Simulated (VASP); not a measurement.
# TaN in VASP: a series of runs

Runs on TaN. Level: PBE. Tasks: single point.

Program: VASP 6.6.1. These are calculated values, not measurements. Logs are shortened: lines on timing, memory, paths and dates and some standing lists are left out, and cuts for length are marked.

## Step 1: The cell of the first run

The typed cell holds 6 atoms: a = 5.276 Å, b = 5.276 Å, c = 2.916 Å, α = 90.00°, β = 90.00°, γ = 120.00°.

## Step 2: Single point, PBE

Input file INCAR:

```
SYSTEM = TaN
ALGO = Normal ; EDIFF = 1E-7
ENCUT = 520 ; GGA = PE
ISIF = 2 ; ISMEAR = 0
LASPH = .True. ; LCHARG = .False.
LREAL = .False. ; LWAVE = .False.
NBANDS = 33 ; NELM = 60
PREC = Accurate ; SIGMA = 0.1
```

Input file KPOINTS:

```
k-points
0
Gamma
  4 4 6
  0 0 0
```

Input file POSCAR:

```
TaN
1.0
    2.6378894363     -4.5687820458      0.0000000000
    2.6378894363      4.5687820458      0.0000000000
    0.0000000000      0.0000000000      2.9159365632
Ta N
3 3
Direct
    0.0000000000      0.0000000000      0.0000000000
    0.6666724071      0.3333275929      0.5000000000
    0.3333275929      0.6666724071      0.5000000000
    0.5000000000      0.5000000000      0.0000000000
    0.0000000000      0.5000000000      0.0000000000
    0.5000000000      0.0000000000      0.0000000000
```

Potentials or basis: VASP PAW PBE potentials, release 64 (Ta_pv, N).

Run with:

```bash
cat potpaw_PBE.64/Ta_pv/POTCAR potpaw_PBE.64/N/POTCAR > POTCAR
mpirun -np 1 vasp_std > vasp.out
```

OUTCAR:

```text
SYSTEM = TaN
   EDIFF = 1E-7
   ENCUT = 520
   GGA = PE
   ISIF = 2
   ISMEAR = 0
   LASPH = .True.
   LREAL = .False.
   NELM = 60
   PREC = Accurate

 ion  position               nearest neighbor table
   1  0.000  0.000  0.000-   5 2.64   6 2.64   5 2.64   6 2.64   4 2.64   4 2.64   3 3.38   3 3.38
                             2 3.38   2 3.38   3 3.38   2 3.38   3 3.38   2 3.38   3 3.38   2 3.38
   2  0.667  0.333  0.500-   5 2.11   6 2.11   5 2.11   6 2.11   4 2.11   4 2.11   3 3.05   3 3.05
                             3 3.05   1 3.38   1 3.38   1 3.38   1 3.38   1 3.38   1 3.38
   3  0.333  0.667  0.500-   5 2.11   6 2.11   5 2.11   6 2.11   4 2.11   4 2.11   2 3.05   2 3.05
                             2 3.05   1 3.38   1 3.38   1 3.38   1 3.38   1 3.38   1 3.38
   4  0.500  0.500  0.000-   2 2.11   3 2.11   2 2.11   3 2.11   1 2.64   1 2.64
   5  0.000  0.500  0.000-   2 2.11   3 2.11   2 2.11   3 2.11   1 2.64   1 2.64
   6  0.500  0.000  0.000-   2 2.11   3 2.11   2 2.11   3 2.11   1 2.64   1 2.64

  LATTYP: Found a base centered orthorhombic cell.
 ALAT       =     5.2757788726
 B/A-ratio  =     1.7319839046
 C/A-ratio  =     0.5527025741

  Lattice vectors:

 A1 = (   2.6378894363,  -4.5687820458,   0.0000000000)
 A2 = (   2.6378894363,   4.5687820458,   0.0000000000)
 A3 = (   0.0000000000,   0.0000000000,   2.9159365632)

Analysis of symmetry for initial positions (statically):
=====================================================================
 Subroutine PRICEL returns:
 Original cell was already a primitive cell.

 Routine SETGRP: Setting up the symmetry group for a
 base centered orthorhombic supercell.

 Subroutine GETGRP returns: Found  8 space group operations
 (whereof  8 operations were pure point group operations)
 out of a pool of  8 trial point group operations.

The static configuration has the point symmetry D_2h.

Analysis of symmetry for dynamics (positions and initial velocities):
=====================================================================
 Subroutine PRICEL returns:
 Original cell was already a primitive cell.

 Routine SETGRP: Setting up the symmetry group for a
 base centered orthorhombic supercell.

 Subroutine GETGRP returns: Found  8 space group operations
 (whereof  8 operations were pure point group operations)
 out of a pool of  8 trial point group operations.

The dynamic configuration has the point symmetry D_2h.

 Subroutine INISYM returns: Found  8 space group operations
 (whereof  8 operations are pure point group operations),
 and found     1 'primitive' translations

----------------------------------------------------------------------------------------

                                     Primitive cell

  volume of cell :      70.2854

  direct lattice vectors                    reciprocal lattice vectors
     2.637889436 -4.568782046  0.000000000     0.189545473 -0.109438357  0.000000000
     2.637889436  4.568782046  0.000000000     0.189545473  0.109438357  0.000000000
     0.000000000  0.000000000  2.915936563     0.000000000  0.000000000  0.342942989

  length of vectors
     5.275626035  5.275626035  2.915936563     0.218870373  0.218870373  0.342942989

  position of ions in fractional coordinates (direct lattice)
     0.000000000  0.000000000  0.000000000
     0.666672407  0.333327593  0.500000000
     0.333327593  0.666672407  0.500000000
     0.500000000  0.500000000  0.000000000
     0.000000000  0.500000000  0.000000000
     0.500000000  0.000000000  0.000000000

  ion indices of the primitive-cell ions
   primitive index   ion index
                 1           1
                 2           2
                 3           3
                 4           4
                 5           5
                 6           6

----------------------------------------------------------------------------------------

 KPOINTS: k-points

Automatic generation of k-mesh.
 Grid dimensions read from file:
 generate k-points for:    4    4    6

 Generating k-lattice:

  Cartesian coordinates                     Fractional coordinates (reciprocal lattice)
     0.047386368 -0.027359589  0.000000000     0.250000000  0.000000000  0.000000000
     0.047386368  0.027359589  0.000000000     0.000000000  0.250000000  0.000000000
     0.000000000  0.000000000  0.057157165     0.000000000  0.000000000  0.166666667

  Length of vectors
     0.054717593  0.054717593  0.057157165

  Shift w.r.t. Gamma in fractional coordinates (k-lattice)
     0.000000000  0.000000000  0.000000000

 Subroutine IBZKPT returns following result:
 ===========================================

 Found     28 irreducible k-points:

 Following reciprocal coordinates:
            Coordinates               Weight
  0.000000  0.000000  0.000000      1.000000
  0.250000 -0.000000  0.000000      4.000000
  0.500000 -0.000000  0.000000      2.000000
  0.250000  0.250000  0.000000      2.000000
  0.500000  0.250000  0.000000      4.000000
 -0.250000  0.250000  0.000000      2.000000
[... 16 lines left out ...]
  0.250000 -0.000000  0.500000      4.000000
  0.500000 -0.000000  0.500000      2.000000
 [... further k-points ...]
   k-points           NKPTS =     28   k-points in BZ     NKDIM =     28   number of bands    NBANDS=     33
   number of dos      NEDOS =    301   number of ions     NIONS =      6
   total plane-waves  NPLWV =  38400
   dimension x,y,z NGX =    40 NGY =   40 NGZ =   24
   dimension x,y,z NGXF=    80 NGYF=   80 NGZF=   48
   ions per type =               3   3
   NGX,Y,Z   is equivalent  to a cutoff of  12.60, 12.60, 13.68 a.u.
   NGXF,Y,Z  is equivalent  to a cutoff of  25.21, 25.21, 27.37 a.u.
 SYSTEM =  TaN
   PREC   = accura    normal or accurate (medium, high low for compatibility)
   ISTART =      0    job   : 0-new  1-cont  2-samecut
   ICHARG =      2    charge: 1-file 2-atom 10-const
   ISPIN  =      1    spin polarized calculation?
   LNONCOLLINEAR =      F non collinear calculations
   LSORBIT =      F    spin-orbit coupling
   LASPH  =      T    aspherical Exc in radial PAW
   ENCUT  =  520.0 eV  38.22 Ry    6.18 a.u.   9.81  9.81  5.42*2*pi/ulx,y,z
   NELM   =     60;   NELMIN=  2; NELMDL= -5     # of ELM steps
   EDIFF  = 0.1E-06   stopping-criterion for ELM
   LREAL  =      F    real-space projection
   EDIFFG = 0.1E-05   stopping-criterion for IOM
   NSW    =      0    number of steps for IOM
   IBRION =     -1    ionic relax: 0-MD 1-quasi-New 2-CG
   NFREE  =      0    steps in history (QN), initial steepest desc. (CG)
   ISIF   =      2    stress and relaxation
   ISYM   =      2    0-nonsym 1-usesym 2-fastsym
   POTIM  = 0.5000    time-step for ionic-motion
   TEBEG  =    0.0;   TEEND  =   0.0 temperature during run
   PSTRESS=    0.0 pullay stress
   NELECT =      48.0000    total number of electrons
   NUPDOWN=      -1.0000    fix difference up-down
   EMIN   =  10.00;   EMAX   =-10.00  energy-range for DOS
   EFERMI =   0.00;   METHOD = LEGACY
   ISMEAR =     0;   SIGMA  =   0.10  broadening in eV -4-tet -1-fermi 0-gaus
   EFERMI_NEDOS =   21; number of points for ismear=-14 and -15
   IALGO  =     38    algorithm
   IMIX   =      4    mixing-type and parameters
     AMIX     =   0.40;   BMIX     =  1.00
     AMIX_MAG =   1.60;   BMIX_MAG =  1.00
  volume/ion in A,a.u.               =      11.71        79.05
  Fermi-wavevector in a.u.,A,eV,Ry     =   1.441673  2.724368 28.278650  2.078422
  Thomas-Fermi vector in A             =   2.560279
   LORBIT       =      0    0 simple, 1 ext, 2 COOP (PROOUT), +10 PAW based schemes
   GGA     = PE    functional components
   LHFCALC =     F    Hartree Fock is set to
   AEXX    =    0.0000 exact exchange contribution
   IVDW    =     0    specifies the selected vdW correction
   LEPSILON=     F    determine dielectric tensor
   LRPA    =     F    only Hartree local field effects (RPA)
 non-spin polarized calculation
 Gauss-broadening in eV      SIGMA  =   0.10
  energy-cutoff  :      520.00
  volume of cell :       70.29
 maximum number of plane-waves:      1914
   NGX = 19   NGY = 19   NGZ = 11

 number of electron      48.0000003 magnetization

 Free energy of the ion-electron system (eV)
  ---------------------------------------------------
  ext. energy  EPLUGINS =         0.00000000
  ---------------------------------------------------
  free energy    TOTEN  =       -64.76901116 eV

  energy without entropy =      -64.76392326  energy(sigma->0) =      -64.76646721

 E-fermi :   7.9115     XC(G=0): -12.8506

 val. band max:        7.8966460854   @ k =   0.2500  -0.0000   0.5000
 cond. band min:       8.0363190636   @ k =   0.2500  -0.0000   0.1667
 fundamental gap:      0.1396729782
 Fermi energy:         7.9115310405

 k-point     1 :       0.0000    0.0000    0.0000
  band No.  band energies     occupation
      1     -28.3742      2.00000
      2     -28.3741      2.00000
      3     -28.0329      2.00000
      4     -28.0329      2.00000
      5     -27.7705      2.00000
      6     -27.7230      2.00000
[... 25 lines left out ...]
     32      10.9843      0.00000
     33      10.9845      0.00000

 k-point     2 :       0.2500   -0.0000    0.0000
  band No.  band energies     occupation
      1     -28.4053      2.00000
      2     -28.3455      2.00000
      3     -28.0275      2.00000
      4     -27.9901      2.00000
      5     -27.7623      2.00000
      6     -27.7558      2.00000
[... 25 lines left out ...]
     32      11.2042      0.00000
     33      11.3677      0.00000

 k-point     3 :       0.5000   -0.0000    0.0000
  band No.  band energies     occupation
      1     -28.4317      2.00000
      2     -28.2712      2.00000
      3     -28.1026      2.00000
      4     -27.9493      2.00000
      5     -27.7665      2.00000
      6     -27.7463      2.00000
[... 25 lines left out ...]
     32      11.3533      0.00000
     33      11.4649      0.00000

 k-point     4 :       0.2500    0.2500    0.0000
  band No.  band energies     occupation
      1     -28.4145      2.00000
      2     -28.2854      2.00000
      3     -28.1177      2.00000
      4     -27.9461      2.00000
      5     -27.7618      2.00000
      6     -27.7420      2.00000
[... 25 lines left out ...]
     32      10.9235      0.00000
     33      11.1043      0.00000

 k-point     5 :       0.5000    0.2500    0.0000
  band No.  band energies     occupation
      1     -28.4145      2.00000
      2     -28.2854      2.00000
      3     -28.1177      2.00000
      4     -27.9461      2.00000
      5     -27.7618      2.00000
      6     -27.7420      2.00000
[... 604 lines left out ...]
 k-point    22 :       0.0000    0.0000    0.5000
  band No.  band energies     occupation
      1     -28.6451      2.00000
      2     -28.4535      2.00000
      3     -28.2257      2.00000
      4     -28.2256      2.00000
      5     -27.8695      2.00000
      6     -27.8695      2.00000
[... 25 lines left out ...]
     32      11.7269      0.00000
     33      11.7273      0.00000

 k-point    23 :       0.2500   -0.0000    0.5000
  band No.  band energies     occupation
      1     -28.6279      2.00000
      2     -28.4788      2.00000
      3     -28.2370      2.00000
      4     -28.1893      2.00000
      5     -27.9176      2.00000
      6     -27.8575      2.00000
[... 25 lines left out ...]
     32      11.8972      0.00000
     33      12.4375      0.00000

 k-point    24 :       0.5000   -0.0000    0.5000
  band No.  band energies     occupation
      1     -28.5970      2.00000
      2     -28.5182      2.00000
      3     -28.2477      2.00000
      4     -28.1450      2.00000
      5     -27.9677      2.00000
      6     -27.8462      2.00000
[... 25 lines left out ...]
     32      12.0732      0.00000
     33      13.2122      0.00000

 [... further k-points ...]

------------------------ aborting loop because EDIFF is reached ----------------------------------------

  FORCE on cell =-STRESS in cart. coord.  units (eV):
  Direction    XX          YY          ZZ          XY          YZ          ZX
  --------------------------------------------------------------------------------------
  -------------------------------------------------------------------------------------
  Total        0.2617275      0.2633151      0.3760551      0.0000000      0.0000000      0.0000000
  in kB        5.9661583      6.0023490      8.5722932      0.0000000      0.0000000      0.0000000
  external PRESSURE =       6.8469335 kB  Pullay stress =       0.0000000 kB

 VOLUME and BASIS-vectors are now :
 -----------------------------------------------------------------------------
  energy-cutoff  :      520.00
  volume of cell :       70.29
      direct lattice vectors                 reciprocal lattice vectors
     2.637889436 -4.568782046  0.000000000     0.189545473 -0.109438357  0.000000000
     2.637889436  4.568782046  0.000000000     0.189545473  0.109438357  0.000000000
     0.000000000  0.000000000  2.915936563     0.000000000  0.000000000  0.342942989

 POSITION                                       TOTAL-FORCE (eV/Angst)
 -----------------------------------------------------------------------------------
      0.00000      0.00000      0.00000         0.000000     -0.000000      0.000000
      2.63789     -1.52298      1.45797         0.000000      0.001237      0.000000
      2.63789      1.52298      1.45797         0.000000     -0.001237      0.000000
      2.63789      0.00000      0.00000         0.000000     -0.000000      0.000000
      1.31894      2.28439      0.00000         0.000000     -0.000000      0.000000
      1.31894     -2.28439      0.00000        -0.000000     -0.000000      0.000000
 -----------------------------------------------------------------------------------
    total drift:                                0.000000      0.000000     -0.000000

  FREE ENERGIE OF THE ION-ELECTRON SYSTEM (eV)
  ---------------------------------------------------
  free  energy   TOTEN  =       -64.7690111624 eV

  energy  without entropy=      -64.7639232588  energy(sigma->0) =      -64.76646721
```

Run time: 41 s. Hardware: 1 thread of Intel Xeon Platinum 8559C (Emerald Rapids), shared host; peak memory 0.21 GiB.

What came out:

| Quantity | Value |
| --- | --- |
| Free energy | -64.7690 eV |
| Pressure | 0.7 GPa |
| Band gap on the k mesh | zero (band 24 reaches 8.65 eV, above the bottom of band 25 at 6.62 eV) |

Caveat: spin-orbit coupling is left out, which moves the levels of the heavy elements.

## Step 3: Single point, PBE

Input file INCAR:

```
PREC = Accurate ; ENCUT = 520
EDIFF = 1E-6 ; ISMEAR = 0
SIGMA = 0.1 ; LREAL = False
LASPH = True ; NELM = 80
ALGO = Normal ; ISIF = 2
LWAVE = False ; LCHARG = False
GGA = PE ; NBANDS = 33
```

Input file KPOINTS:

```
Automatic mesh
0
Gamma
  6 6 6
```

Input file POSCAR:

```
TaN
1.0
    5.2757024537      0.0000000000      0.0000000000
   -2.6378512269      4.5688923477      0.0000000000
    0.0000000000      0.0000000000      2.9159365632
Ta N
3 3
Direct
    0.0000000000      0.0000000000      0.0000000000
    0.3333333333      0.6666666667      0.5000000000
    0.6666666667      0.3333333333      0.5000000000
    0.5000000000      0.0000000000      0.0000000000
    0.5000000000      0.5000000000      0.0000000000
    0.0000000000      0.5000000000      0.0000000000
```

Potentials or basis: VASP PAW PBE potentials, release 64 (Ta_pv, N).

Run with:

```bash
cat potpaw_PBE.64/Ta_pv/POTCAR potpaw_PBE.64/N/POTCAR > POTCAR
mpirun -np 1 vasp_std > vasp.out
```

Run time: 40 s. Hardware: 1 thread of Intel Xeon Platinum 8559C (Emerald Rapids), shared host; peak memory 0.21 GiB.

It converged, with:

```yaml
Free_energy: -64.7704 eV
Pressure: 0.6 GPa
Band_gap_on_the_k_mesh: zero (band 24 reaches 8.65 eV, above the bottom of band 25 at 6.62 eV)
```

Stress tensor (GPa, compression positive):
```
0.50 0.00 0.00
0.00 0.50 0.00
0.00 0.00 0.89
```

Levels at points of the mesh, in eV from the Fermi level:
| k point | band 22 | band 23 | band 24 | band 25 | band 26 | band 27 |
| --- | --- | --- | --- | --- | --- | --- |
| (0.00, 0.00, 0.00) | -2.49 | -2.10 | -1.22 | -1.22 | 0.91 | 0.91 |
| (0.50, 0.00, 0.00) | -2.98 | -1.69 | -0.76 | 1.23 | 1.80 | 1.81 |
| (0.00, 0.00, 0.50) | -3.11 | -1.91 | 0.81 | 0.81 | 1.56 | 1.59 |
| (0.50, 0.00, 0.50) | -3.00 | -2.04 | -1.23 | 1.00 | 1.26 | 2.99 |

Caveat: spin-orbit coupling is left out, which moves the levels of the heavy elements.

(Part 1 of 2 ends here.)
